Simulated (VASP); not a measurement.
Write the native input for VASP 6.6.1 that does the following.

```
Task                   : single point
Functional             : PBE
Potentials or basis    : VASP PAW PBE potentials, release 64 (Ru_pv)
Cutoff                 : 520 eV
k mesh                 : 14 × 14 × 8
Occupations            : fermi-dirac, width 0.03 eV
Spin                   : no spin polarisation
Dipole correction      : no
Further INCAR settings : ALGO = Normal; EDIFF = 1e-06; NBANDS = 21
```

The structure of Ru lies in POSCAR:

```
Ru
1.0
    2.7237190573      0.0000000000      0.0000000000
   -1.3618595287      2.3588098964      0.0000000000
    0.0000000000      0.0000000000      4.3102577801
Ru
2
Direct
    0.3333333333      0.6666666667      0.2500000000
    0.6666666667      0.3333333333      0.7500000000
```

This cell differs from its parent crystal: volume scaled by 1.02.

The input as run:

INCAR

```
ALGO = Normal
EDIFF = 1E-6
ENCUT = 520
GGA = PE
ISIF = 2
ISMEAR = -1
LASPH = True
LCHARG = True
LELF = True
LREAL = False
LVHAR = True
LWAVE = False
NBANDS = 21
NELM = 80
PREC = Accurate
SIGMA = 0.03
```

KPOINTS

```
k-points
0
Gamma
  14 14 8
```

Potentials or basis: VASP PAW PBE potentials, release 64 (Ru_pv).

The run is started by

```bash
$ cat potpaw_PBE.64/Ru_pv/POTCAR > POTCAR
$ mpirun -np 1 vasp_std > vasp.out
```

Results of the run:

| Quantity | Value |
| --- | --- |
| Pressure | -1.9 GPa |
| Band gap on the k mesh | zero (band 14 reaches 14.05 eV, above the bottom of band 15 at 11.02 eV) |

It took 32 s on 1 thread of AMD EPYC 9R45 96-Core Processor (Zen 5), with other jobs on the host, peak memory 0.14 GiB.
